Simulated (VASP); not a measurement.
# As (Im-3m) in VASP: a series of runs

Runs on As. Level: PBEsol. Tasks: single point.

Everything below comes from runs of VASP 6.6.1. Logs are shortened: lines on timing, memory, paths and dates and some standing lists are left out, and cuts for length are marked.

**1. The cell of the first run**

It takes space group Im-3m (No. 229, cubic). Conventional cell: a = 3.172 Å, b = 3.172 Å, c = 3.172 Å, α = 90.00°, β = 90.00°, γ = 90.00°. As (site symmetry m-3m) has 14 As at 2.75 to 3.17 Å within 3.6 Å.

**2. Single point, PBEsol (volume scaled by 0.88)**

INCAR

```
SYSTEM = As
ALGO = Normal
EDIFF = 1E-6
ENCUT = 520
GGA = PS
ISIF = 2
ISMEAR = -1
LASPH = .True.
LCHARG = .False.
LREAL = .False.
LWAVE = .False.
NBANDS = 8
NELM = 80
PREC = Accurate
SIGMA = 0.1
```

KPOINTS

```
k-points
0
Gamma
  15 15 15
  0 0 0
```

POSCAR

```
As
1.0
   -1.5859547912      1.5859547912      1.5859547912
    1.5859547912     -1.5859547912      1.5859547912
    1.5859547912      1.5859547912     -1.5859547912
As
1
Direct
    0.0000000000      0.0000000000      0.0000000000
```

Potentials or basis: VASP PAW PBE potentials, release 64 (As).

On the command line:

```
> cat potpaw_PBE.64/As/POTCAR > POTCAR
> mpirun -np 1 vasp_std > vasp.out
```

OUTCAR:

```text
SYSTEM = As
   EDIFF = 1E-6
   ENCUT = 520
   GGA = PS
   ISIF = 2
   ISMEAR = -1
   LASPH = .True.
   LREAL = .False.
   NELM = 80
   PREC = Accurate

 ion  position               nearest neighbor table
   1  0.000  0.000  0.000-

  LATTYP: Found a body centered cubic cell.
 ALAT       =     3.1719095824

  Lattice vectors:

 A1 = (  -1.5859547912,   1.5859547912,   1.5859547912)
 A2 = (   1.5859547912,  -1.5859547912,   1.5859547912)
 A3 = (   1.5859547912,   1.5859547912,  -1.5859547912)

Analysis of symmetry for initial positions (statically):
=====================================================================
 Subroutine PRICEL returns:
 Original cell was already a primitive cell.

 Routine SETGRP: Setting up the symmetry group for a
 body centered cubic supercell.

 Subroutine GETGRP returns: Found 48 space group operations
 (whereof 48 operations were pure point group operations)
 out of a pool of 48 trial point group operations.

The static configuration has the point symmetry O_h .

Analysis of symmetry for dynamics (positions and initial velocities):
=====================================================================
 Subroutine PRICEL returns:
 Original cell was already a primitive cell.

 Routine SETGRP: Setting up the symmetry group for a
 body centered cubic supercell.

 Subroutine GETGRP returns: Found 48 space group operations
 (whereof 48 operations were pure point group operations)
 out of a pool of 48 trial point group operations.

The dynamic configuration has the point symmetry O_h .

 Subroutine INISYM returns: Found 48 space group operations
 (whereof 48 operations are pure point group operations),
 and found     1 'primitive' translations

----------------------------------------------------------------------------------------

                                     Primitive cell

  volume of cell :      15.9563

  direct lattice vectors                    reciprocal lattice vectors
    -1.585954791  1.585954791  1.585954791     0.000000000  0.315267499  0.315267499
     1.585954791 -1.585954791  1.585954791     0.315267499  0.000000000  0.315267499
     1.585954791  1.585954791 -1.585954791     0.315267499  0.315267499  0.000000000

  length of vectors
     2.746954277  2.746954277  2.746954277     0.445855572  0.445855572  0.445855572

  position of ions in fractional coordinates (direct lattice)
     0.000000000  0.000000000  0.000000000

  ion indices of the primitive-cell ions
[... 69 lines left out ...]
   LNONCOLLINEAR =      F non collinear calculations
   LSORBIT =      F    spin-orbit coupling
   LASPH  =      T    aspherical Exc in radial PAW
   ENCUT  =  520.0 eV  38.22 Ry    6.18 a.u.   5.11  5.11  5.11*2*pi/ulx,y,z
   NELM   =     80;   NELMIN=  2; NELMDL= -5     # of ELM steps
   EDIFF  = 0.1E-05   stopping-criterion for ELM
   LREAL  =      F    real-space projection
   EDIFFG = 0.1E-04   stopping-criterion for IOM
   NSW    =      0    number of steps for IOM
   IBRION =     -1    ionic relax: 0-MD 1-quasi-New 2-CG
   NFREE  =      0    steps in history (QN), initial steepest desc. (CG)
   ISIF   =      2    stress and relaxation
   ISYM   =      2    0-nonsym 1-usesym 2-fastsym
   POTIM  = 0.5000    time-step for ionic-motion
   TEBEG  =    0.0;   TEEND  =   0.0 temperature during run
   PSTRESS=    0.0 pullay stress
   NELECT =       5.0000    total number of electrons
   NUPDOWN=      -1.0000    fix difference up-down
   EMIN   =  10.00;   EMAX   =-10.00  energy-range for DOS
   EFERMI =   0.00;   METHOD = LEGACY
   ISMEAR =    -1;   SIGMA  =   0.10  broadening in eV -4-tet -1-fermi 0-gaus
   EFERMI_NEDOS =   21; number of points for ismear=-14 and -15
   IALGO  =     38    algorithm
   IMIX   =      4    mixing-type and parameters
     AMIX     =   0.40;   BMIX     =  1.00
     AMIX_MAG =   1.60;   BMIX_MAG =  1.00
  volume/ion in A,a.u.               =      15.96       107.68
  Fermi-wavevector in a.u.,A,eV,Ry     =   1.111955  2.101291 16.822853  1.236445
  Thomas-Fermi vector in A             =   2.248524
   LORBIT       =      0    0 simple, 1 ext, 2 COOP (PROOUT), +10 PAW based schemes
   GGA     = PS    functional components
   LHFCALC =     F    Hartree Fock is set to
   AEXX    =    0.0000 exact exchange contribution
   IVDW    =     0    specifies the selected vdW correction
   LEPSILON=     F    determine dielectric tensor
   LRPA    =     F    only Hartree local field effects (RPA)
 non-spin polarized calculation
  energy-cutoff  :      520.00
  volume of cell :       15.96
 maximum number of plane-waves:       444
   NGX = 11   NGY = 11   NGZ = 11

 number of electron       5.0000001 magnetization

 Free energy of the ion-electron system (eV)
  ---------------------------------------------------
  ext. energy  EPLUGINS =         0.00000000
  ---------------------------------------------------
  free energy    TOTEN  =        -4.64265781 eV

  energy without entropy =       -4.62668711  energy(sigma->0) =       -4.63467246

 E-fermi :   8.4614     XC(G=0): -11.6499

 val. band max:        8.4454957958   @ k =   0.2667   0.1333   0.0667
 cond. band min:       8.4787757852   @ k =  -0.2667   0.3333   0.2000
 fundamental gap:      0.0332799894
 Fermi energy:         8.4613700187

 k-point     1 :       0.0000    0.0000    0.0000
  band No.  band energies     occupation
      1      -8.3061      2.00000
      2      16.0120      0.00000
      3      16.0120      0.00000
      4      16.0120      0.00000
      5      22.4402      0.00000
      6      22.4402      0.00000
      7      22.4402      0.00000
      8      25.3390      0.00000
[... 243 lines left out ...]
 k-point    24 :       0.4000    0.2000    0.0000
  band No.  band energies     occupation
      1      -1.5472      2.00000
      2       1.5408      2.00000
      3       6.4558      2.00000
      4      11.9413      0.00000
      5      19.0501      0.00000
      6      22.7123      0.00000
      7      25.7817      0.00000
      8      26.3569      0.00000

 [... further k-points ...]
[... 5 lines left out ...]
  --------------------------------------------------------------------------------------
  -------------------------------------------------------------------------------------
  Total        1.6389359      1.6389359      1.6389359      0.0000000      0.0000000     -0.0000000
  in kB      164.5660094    164.5660094    164.5660094      0.0000000      0.0000000     -0.0000000
  external PRESSURE =     164.5660094 kB  Pullay stress =       0.0000000 kB

 VOLUME and BASIS-vectors are now :
 -----------------------------------------------------------------------------
  energy-cutoff  :      520.00
  volume of cell :       15.96
      direct lattice vectors                 reciprocal lattice vectors
    -1.585954791  1.585954791  1.585954791     0.000000000  0.315267499  0.315267499
     1.585954791 -1.585954791  1.585954791     0.315267499  0.000000000  0.315267499
     1.585954791  1.585954791 -1.585954791     0.315267499  0.315267499  0.000000000

 POSITION                                       TOTAL-FORCE (eV/Angst)
 -----------------------------------------------------------------------------------
      0.00000      0.00000      0.00000        -0.000000     -0.000000     -0.000000
 -----------------------------------------------------------------------------------
    total drift:                                0.000000      0.000000      0.000000

  FREE ENERGIE OF THE ION-ELECTRON SYSTEM (eV)
  ---------------------------------------------------
  free  energy   TOTEN  =        -4.6426578122 eV

  energy  without entropy=       -4.6266871058  energy(sigma->0) =       -4.63467246
```

OSZICAR:

```text
N       E                     dE             d eps       ncg     rms          rms(c)
DAV:   1     0.174799580641E+01    0.17480E+01   -0.21957E+03  1936   0.479E+02
DAV:   2    -0.460601692707E+01   -0.63540E+01   -0.60956E+01  2712   0.500E+01
DAV:   3    -0.465033650643E+01   -0.44320E-01   -0.44205E-01  2216   0.457E+00
DAV:   4    -0.465035477608E+01   -0.18270E-04   -0.18269E-04  2936   0.105E-01
DAV:   5    -0.465035477787E+01   -0.17982E-08   -0.25905E-08  2248   0.899E-04    0.264E+00
DAV:   6    -0.464542884153E+01    0.49259E-02   -0.10648E-03  2416   0.168E-01    0.156E+00
DAV:   7    -0.464265779887E+01    0.27710E-02   -0.22307E-03  2152   0.240E-01    0.381E-02
DAV:   8    -0.464265784300E+01   -0.44125E-07   -0.15434E-05  2440   0.363E-02    0.701E-03
DAV:   9    -0.464265781225E+01    0.30752E-07   -0.17639E-07  2152   0.312E-03
   1 F= -.46426578E+01 E0= -.46346725E+01  d E =-.159707E-01
```

Wall time 7.7 s (1 thread of Intel Xeon Platinum 8259CL at 2.50GHz (Skylake/Cascade Lake), shared host); peak memory 0.13 GiB.

Results:

```yaml
Free_energy: -4.6427 eV
Pressure: 16.5 GPa
```

Caveat: the cell differs from its parent crystal (volume scaled by 0.88); the PAW data sets were made with another functional, which shifts forces and pressure a little.

**3. Single point, PBEsol (volume scaled by 0.92)**

INCAR

```
PREC = Accurate ; ENCUT = 520
EDIFF = 1E-7 ; ISMEAR = -1
SIGMA = 0.1 ; LREAL = False
LASPH = True ; NELM = 80
ALGO = Normal ; ISIF = 2
LWAVE = False ; LCHARG = False
GGA = PS ; NBANDS = 8
```

KPOINTS

```
Automatic mesh
0
Gamma
  15 15 15
```

POSCAR

```
As
1.0
   -1.6096292486      1.6096292486      1.6096292486
    1.6096292486     -1.6096292486      1.6096292486
    1.6096292486      1.6096292486     -1.6096292486
As
1
Direct
    0.0000000000      0.0000000000      0.0000000000
```

Potentials or basis: VASP PAW PBE potentials, release 64 (As).

On the command line:

```
> cat potpaw_PBE.64/As/POTCAR > POTCAR
> mpirun -np 1 vasp_std > vasp.out
```

It took 8.1 s on 1 thread of Intel Xeon Platinum 8259CL at 2.50GHz (Skylake/Cascade Lake), shared host; peak memory 0.14 GiB.

The run converged. Its results:

| Quantity | Value |
| --- | --- |
| Free energy | -4.7017 eV |
| Pressure | 9.8 GPa |

Levels at points of the mesh, in eV from the Fermi level:
```tsv
k point	band 1	band 2	band 3	band 4	band 5	band 6
(0.00, 0.00, 0.00)	-16.31	7.11	7.11	7.11	13.74	13.74
```

Caveat: the cell differs from its parent crystal (volume scaled by 0.92); the PAW data sets were made with another functional, which shifts forces and pressure a little.

**4. Single point, PBEsol**

This run uses another cell than the first one, of 18.13 Å³/atom, 1.136 times its volume.

INCAR

```
PREC = Accurate
ENCUT = 520
EDIFF = 1E-7
ISMEAR = -1
SIGMA = 0.1
LREAL = False
LASPH = True
NELM = 60
ALGO = Normal
ISIF = 2
LWAVE = False
LCHARG = False
GGA = PS
NBANDS = 8
```

KPOINTS

```
regular mesh
0
Gamma
  15 15 15
```

POSCAR

```
As
1.0
   -1.6549945930      1.6549945930      1.6549945930
    1.6549945930     -1.6549945930      1.6549945930
    1.6549945930      1.6549945930     -1.6549945930
As
1
Direct
    0.0000000000      0.0000000000      0.0000000000
```

On the command line:

```
> cat potpaw_PBE.64/As/POTCAR > POTCAR
> mpirun -np 1 vasp_std > vasp.out
```

Run time: 8 s. Hardware: 1 thread of Intel Xeon Platinum 8259CL at 2.50GHz (Skylake/Cascade Lake), shared host; peak memory 0.15 GiB.

Results (log left out):

```yaml
Free_energy: -4.7441 eV
Pressure: 0.2 GPa
```

Levels at points of the mesh, in eV from the Fermi level:
| k point | band 1 | band 2 | band 3 | band 4 | band 5 | band 6 | band 7 |
| --- | --- | --- | --- | --- | --- | --- | --- |
| (0.00, 0.00, 0.00) | -15.50 | 6.33 | 6.33 | 6.33 | 13.31 | 13.31 | 13.31 |

Caveat: the PAW data sets were made with another functional, which shifts forces and pressure a little.

**5. The runs side by side**

| cell | gap on the mesh (eV) | pressure (GPa) |
| --- | --- | --- |
| a = 2.747 Å, angles 109.5°, 1 atom | none | 16.5 |
| a = 2.788 Å, angles 109.5°, 1 atom | none | 9.8 |
| a = 2.867 Å, angles 109.5°, 1 atom | none | 0.2 |

Alike in all rows: task single point; level PBEsol; potentials or basis VASP PAW PBE potentials, release 64 (As); no spin polarisation; k mesh 15 × 15 × 15; cutoff (eV) 520; smearing fermi-dirac 0.1 eV.

Caveats: the PAW data sets were made with another functional, which shifts forces and pressure a little.

Total energies depend on the potentials used, so only differences within one code and one set of settings carry meaning.
